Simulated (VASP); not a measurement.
# Si in VASP: relaxation of the atoms with PBE

Aim: the relaxation of the atoms of Si with PBE.

All numbers are computed with VASP 6.6.1; they aren't measurements. Logs are shortened: lines on timing, memory, paths and dates and some standing lists are left out, and cuts for length are marked.

### Step 1. The cell of the first run

The cell holds a slab with vacuum, 11 atoms: a = 3.840 Å, b = 3.840 Å, c = 33.577 Å, α = 90.00°, β = 90.00°, γ = 90.00°.

### Step 2. Relaxation of the atoms, PBE

File INCAR:

```
SYSTEM = Si
PREC     = Accurate       ! precision mode
ENCUT    = 520            ! plane-wave cutoff, eV
EDIFF    = 1E-6           ! SCF threshold, eV
ISMEAR   = 0              ! smearing method
SIGMA    = 0.1            ! smearing width, eV
LREAL    = .False.        ! projectors in reciprocal space
LASPH    = .True.         ! aspherical terms in the spheres
NELM     = 80             ! most SCF steps
ALGO     = Fast           ! electronic algorithm
ISIF     = 2              ! what is computed and relaxed
LWAVE    = .False.        ! write WAVECAR
LCHARG   = .False.        ! write CHGCAR
LDIPOL   = .True.       
IDIPOL   = 3            
DIPOL    = 0.5 0.5 0.500
GGA      = PE             ! functional
IBRION   = 2              ! ionic algorithm
NSW      = 60             ! ionic steps
EDIFFG   = -0.04          ! ionic threshold
```

File KPOINTS:

```
Automatic mesh
0
Gamma
  7 7 1
  0 0 0
```

File POSCAR:

```
Si
1.0
    3.8402545000      0.0000000000      0.0000000000
    0.0000000000      3.8402545000      0.0000000000
    0.0000000000      0.0000000000     33.5773498092
Si
11
Selective dynamics
Direct
    0.0000000000      0.5000000000      0.2978198118  F F F
    0.0000000000      0.0000000000      0.3382558438  F F F
    0.5000000000      0.0000000000      0.3786918852  F F F
    0.5000000000      0.5000000000      0.4191279266  F F F
    0.0000000000      0.5000000000      0.4595639586  F F F
    0.0000000000      0.0000000000      0.5000000000  T T T
    0.5000000000      0.0000000000      0.5404360414  T T T
    0.5000000000      0.5000000000      0.5808720734  T T T
    0.0000000000      0.5000000000      0.6213081148  T T T
    0.0000000000      0.0000000000      0.6617441562  T T T
    0.5000000000      0.0000000000      0.7021801882  T T T
```

Potentials or basis: VASP PAW PBE potentials, release 64 (Si).

On the command line:

```sh
$ cat potpaw_PBE.64/Si/POTCAR > POTCAR
$ mpirun -np 1 vasp_std > vasp.out
```

OUTCAR:

```text
SYSTEM = Si
   PREC = Accurate
   ENCUT = 520
   EDIFF = 1E-6
   ISMEAR = 0
   LREAL = .False.
   LASPH = .True.
   NELM = 80
   ISIF = 2
   GGA = PE
   IBRION = 2
   NSW = 60
   EDIFFG = -0.04

 ion  position               nearest neighbor table
   1  0.000  0.500  0.298-   2 2.35   2 2.35
   2  0.000  0.000  0.338-   1 2.35   1 2.35   3 2.35   3 2.35
   3  0.500  0.000  0.379-   2 2.35   4 2.35   4 2.35   2 2.35
   4  0.500  0.500  0.419-   5 2.35   5 2.35   3 2.35   3 2.35
   5  0.000  0.500  0.460-   4 2.35   4 2.35   6 2.35   6 2.35
   6  0.000  0.000  0.500-   5 2.35   7 2.35   5 2.35   7 2.35
   7  0.500  0.000  0.540-   8 2.35   8 2.35   6 2.35   6 2.35
   8  0.500  0.500  0.581-   7 2.35   7 2.35   9 2.35   9 2.35
   9  0.000  0.500  0.621-   8 2.35  10 2.35  10 2.35   8 2.35
  10  0.000  0.000  0.662-  11 2.35  11 2.35   9 2.35   9 2.35
  11  0.500  0.000  0.702-  10 2.35  10 2.35

  LATTYP: Found a simple tetragonal cell.
 ALAT       =     3.8402545000
 C/A-ratio  =     8.7435220268

  Lattice vectors:

 A1 = (   3.8402545000,   0.0000000000,   0.0000000000)
 A2 = (   0.0000000000,   3.8402545000,   0.0000000000)
 A3 = (   0.0000000000,   0.0000000000,  33.5773498092)

Analysis of symmetry for initial positions (statically):
=====================================================================
 Subroutine PRICEL returns:
 Original cell was already a primitive cell.

 Routine SETGRP: Setting up the symmetry group for a
 simple tetragonal supercell.

 Subroutine GETGRP returns: Found  8 space group operations
 (whereof  8 operations were pure point group operations)
 out of a pool of 16 trial point group operations.

The static configuration has the point symmetry D_2d.

Analysis of symmetry for dynamics (positions and initial velocities):
=====================================================================
 Subroutine PRICEL returns:
 Original cell was already a primitive cell.

 Routine SETGRP: Setting up the symmetry group for a
 simple tetragonal supercell.

 Subroutine GETGRP returns: Found  8 space group operations
 (whereof  8 operations were pure point group operations)
 out of a pool of 16 trial point group operations.

The dynamic configuration has the point symmetry D_2d.

Analysis of constrained symmetry for selective dynamics:
=====================================================================
 Subroutine PRICEL returns:
 Original cell was already a primitive cell.

 Routine SETGRP: Setting up the symmetry group for a
 simple tetragonal supercell.

 Subroutine GETGRP returns: Found  4 space group operations
 (whereof  4 operations were pure point group operations)
 out of a pool of 16 trial point group operations.

The constrained configuration has the point symmetry C_2v.

 Subroutine INISYM returns: Found  4 space group operations
 (whereof  4 operations are pure point group operations),
 and found     1 'primitive' translations

----------------------------------------------------------------------------------------

                                     Primitive cell

  volume of cell :     495.1838

  direct lattice vectors                    reciprocal lattice vectors
     3.840254500  0.000000000  0.000000000     0.260399408  0.000000000  0.000000000
     0.000000000  3.840254500  0.000000000     0.000000000  0.260399408  0.000000000
     0.000000000  0.000000000 33.577349809     0.000000000  0.000000000  0.029781981

  length of vectors
     3.840254500  3.840254500 33.577349809     0.260399408  0.260399408  0.029781981

  position of ions in fractional coordinates (direct lattice)
     0.000000000  0.500000000  0.297819812
     0.000000000  0.000000000  0.338255844
     0.500000000  0.000000000  0.378691885
[... 30 lines left out ...]

 Generating k-lattice:

  Cartesian coordinates                     Fractional coordinates (reciprocal lattice)
     0.037199915  0.000000000  0.000000000     0.142857143  0.000000000  0.000000000
     0.000000000  0.037199915  0.000000000     0.000000000  0.142857143  0.000000000
     0.000000000  0.000000000  0.029781981     0.000000000  0.000000000  1.000000000

  Length of vectors
     0.037199915  0.037199915  0.029781981

  Shift w.r.t. Gamma in fractional coordinates (k-lattice)
     0.000000000  0.000000000  0.000000000

 Subroutine IBZKPT returns following result:
 ===========================================

 Found     16 irreducible k-points:

 Following reciprocal coordinates:
            Coordinates               Weight
  0.000000  0.000000  0.000000      1.000000
  0.142857  0.000000  0.000000      2.000000
  0.000000  0.142857  0.000000      2.000000
  0.285714  0.000000  0.000000      2.000000
  0.000000  0.285714  0.000000      2.000000
  0.428571  0.000000  0.000000      2.000000
[... 8 lines left out ...]
 -0.285714  0.428571  0.000000      4.000000
  0.428571  0.428571  0.000000      4.000000
   k-points           NKPTS =     16   k-points in BZ     NKDIM =     16   number of bands    NBANDS=     28
   number of dos      NEDOS =    301   number of ions     NIONS =     11
   total plane-waves  NPLWV = 225000
   dimension x,y,z NGX =    30 NGY =   30 NGZ =  250
   dimension x,y,z NGXF=    60 NGYF=   60 NGZF=  500
   ions per type =              11
   NGX,Y,Z   is equivalent  to a cutoff of  12.99, 12.99, 12.38 a.u.
   NGXF,Y,Z  is equivalent  to a cutoff of  25.97, 25.97, 24.76 a.u.
 SYSTEM =  Si
   PREC   = accura    normal or accurate (medium, high low for compatibility)
   ISTART =      0    job   : 0-new  1-cont  2-samecut
   ICHARG =      2    charge: 1-file 2-atom 10-const
   ISPIN  =      1    spin polarized calculation?
   LNONCOLLINEAR =      F non collinear calculations
   LSORBIT =      F    spin-orbit coupling
   LASPH  =      T    aspherical Exc in radial PAW
   ENCUT  =  520.0 eV  38.22 Ry    6.18 a.u.   7.14  7.14 62.43*2*pi/ulx,y,z
   NELM   =     80;   NELMIN=  2; NELMDL= -5     # of ELM steps
   EDIFF  = 0.1E-05   stopping-criterion for ELM
   LREAL  =      F    real-space projection
   EDIFFG = -.4E-01   stopping-criterion for IOM
   NSW    =     60    number of steps for IOM
   IBRION =      2    ionic relax: 0-MD 1-quasi-New 2-CG
   NFREE  =      1    steps in history (QN), initial steepest desc. (CG)
   ISIF   =      2    stress and relaxation
   ISYM   =      2    0-nonsym 1-usesym 2-fastsym
   POTIM  = 0.5000    time-step for ionic-motion
   TEBEG  =    0.0;   TEEND  =   0.0 temperature during run
   PSTRESS=    0.0 pullay stress
   NELECT =      44.0000    total number of electrons
   NUPDOWN=      -1.0000    fix difference up-down
   EMIN   =  10.00;   EMAX   =-10.00  energy-range for DOS
   EFERMI =   0.00;   METHOD = LEGACY
   ISMEAR =     0;   SIGMA  =   0.10  broadening in eV -4-tet -1-fermi 0-gaus
   EFERMI_NEDOS =   21; number of points for ismear=-14 and -15
   IALGO  =     68    algorithm
   IMIX   =      4    mixing-type and parameters
     AMIX     =   0.40;   BMIX     =  1.00
     AMIX_MAG =   1.60;   BMIX_MAG =  1.00
  volume/ion in A,a.u.               =      45.02       303.79
  Fermi-wavevector in a.u.,A,eV,Ry     =   0.730528  1.380498  7.261039  0.533671
  Thomas-Fermi vector in A             =   1.822520
   LORBIT       =      0    0 simple, 1 ext, 2 COOP (PROOUT), +10 PAW based schemes
   GGA     = PE    functional components
   LHFCALC =     F    Hartree Fock is set to
   AEXX    =    0.0000 exact exchange contribution
   IVDW    =     0    specifies the selected vdW correction
   LEPSILON=     F    determine dielectric tensor
   LRPA    =     F    only Hartree local field effects (RPA)
 conjugate gradient relaxation of ions
 non-spin polarized calculation
 RMM-DIIS sequential band-by-band and
 Gauss-broadening in eV      SIGMA  =   0.10
  energy-cutoff  :      520.00
  volume of cell :      495.18
 maximum number of plane-waves:     13376
 NGX is ok and might be reduce to    30
   NGX = 15   NGY = 15   NGZ =125

--------------------------------------- Ionic step        1  -------------------------------------------

 number of electron      44.0000000 magnetization

 Free energy of the ion-electron system (eV)
  ---------------------------------------------------
  ext. energy  EPLUGINS =         0.00000000
  ---------------------------------------------------
  free energy    TOTEN  =       -55.66030239 eV

  energy without entropy =      -55.63865269  energy(sigma->0) =      -55.64947754

------------------------ aborting loop because EDIFF is reached ----------------------------------------

  FORCE on cell =-STRESS in cart. coord.  units (eV):
  Direction    XX          YY          ZZ          XY          YZ          ZX
  --------------------------------------------------------------------------------------
  -------------------------------------------------------------------------------------
  Total        0.2561963      0.2561359      1.5360554      0.0000000      0.0000000      0.0000000
  in kB        0.8289283      0.8287328      4.9699387      0.0000000      0.0000000      0.0000000
  external PRESSURE =       2.2091999 kB  Pullay stress =       0.0000000 kB
[... 341 lines left out ...]
  FREE ENERGIE OF THE ION-ELECTRON SYSTEM (eV)
  ---------------------------------------------------
  free  energy   TOTEN  =       -55.6652179680 eV

  energy  without entropy=      -55.6434070745  energy(sigma->0) =      -55.65431252

 dipolmoment           0.000000      0.000000     -0.008268 electrons x Angstroem

--------------------------------------- Ionic step        9  -------------------------------------------

 number of electron      44.0000000 magnetization

 dipolmoment           0.000000      0.000000      0.000411 electrons x Angstroem

 Free energy of the ion-electron system (eV)
  ---------------------------------------------------
  ext. energy  EPLUGINS =         0.00000000
  ---------------------------------------------------
  free energy    TOTEN  =       -55.66579108 eV

  energy without entropy =      -55.64392525  energy(sigma->0) =      -55.65485816

 E-fermi :  -0.5023     XC(G=0):  -4.7766

 val. band max:       -0.5037566165   @ k =   0.0000   0.1429   0.0000
 cond. band min:      -0.4764264483   @ k =   0.1429   0.1429   0.0000
 fundamental gap:      0.0273301682
 Fermi energy:        -0.5022946304

 k-point     1 :       0.0000    0.0000    0.0000
  band No.  band energies     occupation
      1     -12.1340      2.00000
      2     -11.7121      2.00000
      3     -11.0508      2.00000
      4     -10.2009      2.00000
      5      -9.1439      2.00000
      6      -7.9171      2.00000
[... 485 lines left out ...]
     27       1.3292      0.00000
     28       1.4106      0.00000

------------------------ aborting loop because EDIFF is reached ----------------------------------------

 vacuum level on the upper side and lower side of the slab       (xc-potential included)        -0.004        -0.009

  FORCE on cell =-STRESS in cart. coord.  units (eV):
  Direction    XX          YY          ZZ          XY          YZ          ZX
  --------------------------------------------------------------------------------------
  -------------------------------------------------------------------------------------
  Total       -0.0846985     -0.2556942      0.4636785      0.0000000      0.0000000      0.0000000
  in kB       -0.2740438     -0.8273038      1.5002414      0.0000000      0.0000000      0.0000000
  external PRESSURE =       0.1329646 kB  Pullay stress =       0.0000000 kB
[... 26 lines left out ...]
  FREE ENERGIE OF THE ION-ELECTRON SYSTEM (eV)
  ---------------------------------------------------
  free  energy   TOTEN  =       -55.6657910787 eV

  energy  without entropy=      -55.6439252473  energy(sigma->0) =      -55.65485816

 reached required accuracy - stopping structural energy minimisation

 vacuum level on the upper side and lower side of the slab         4.939         4.934
```

Run time: 33 min. Hardware: 1 thread of Oxide Virtual Turin-like, shared host; peak memory 0.57 GiB.

What came out:

| Quantity | Value |
| --- | --- |
| Free energy | -55.6658 eV |
| Energy gained by relaxing | 0.5 meV/atom |
| Ionic steps | 9 |
| Band gap on the k mesh | zero (bands 22 and 23 overlap by 0.77 eV) |

Step by step:
| step | energy change (eV) | largest force on free atoms (eV/Å) | pressure (GPa) |
| --- | --- | --- | --- |
| 1 | 0.0000 | 0.0823 | 0.22 |
| 2 | -0.0005 | 0.0417 | 0.22 |
| 3 | -0.0006 | 0.0831 | 0.21 |
| 4 | -0.0009 | 0.0802 | 0.20 |
| 5 | -0.0020 | 0.0716 | 0.18 |
| 6 | -0.0035 | 0.0742 | 0.14 |
| 7 | -0.0045 | 0.1460 | 0.05 |
| 8 | -0.0049 | 0.1151 | 0.04 |
| 9 | -0.0055 | 0.0235 | 0.01 |

Final structure:
```xyz
11
Lattice="3.8403 0.0000 0.0000 0.0000 3.8403 0.0000 0.0000 0.0000 33.5773" Properties=species:S:1:pos:R:3 pbc="T T T"
Si    0.0000    1.9201   10.0000
Si    0.0000    0.0000   11.3577
Si    1.9201    0.0000   12.7155
Si    1.9201    1.9201   14.0732
Si    0.0000    1.9201   15.4309
Si    0.0000    0.0000   16.8083
Si    1.9201    0.0000   18.1863
Si    1.9201    1.9201   19.5623
Si    0.0000    1.9201   20.9262
Si    0.0000    0.0000   22.2934
Si    1.9201    0.0000   23.6540
```
